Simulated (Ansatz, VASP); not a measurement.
**One calculation of GaAs, two programs**

```xyz
2
Lattice="0.0000 2.8016 2.8016 2.8016 0.0000 2.8016 2.8016 2.8016 0.0000" Properties=species:S:1:pos:R:3 pbc="T T T"
Ga    0.0000    0.0000    0.0000
As    4.2024    4.2024    4.2024
```

Alike in both runs: task relaxation of cell and atoms; functional LDA; k mesh 12 × 12 × 12; no spin polarisation.

|  | VASP | Ansatz |
| --- | --- | --- |
| version | VASP 6.6.1 | Ansatz 0.2.0 |
| potentials or method | VASP PAW LDA potentials, release 64 (Ga_d, As), cutoff 600 eV | scalar-relativistic, plane waves, PAW |
| occupations | gaussian, width 0.01 eV | fixed |
| valence electrons in the cell | 18 | 28 |

Ansatz gave:

```
gap on the k mesh at the Fermi level, each at its own relaxed structure (eV) : 0.49
relaxed volume (Å³/atom)                                                     : 21.99
relaxed cell length with the largest relative difference (Å)                 : 3.962
```

Task: Estimate VASP's values.

Result: gap on the k mesh at the Fermi level, each at its own relaxed structure (eV): 0.50; relaxed volume (Å³/atom): 22.08; relaxed cell length with the largest relative difference (Å): 3.968.

Ansatz warns that its potentials were made for another functional, while VASP's fit it. LDA's correlation is that of Perdew and Zunger in VASP and of Perdew and Wang (1992) in Ansatz. VASP's potentials hold 18 valence electrons a cell and Ansatz's 28, so a difference there can come from the potentials and not from the codes.
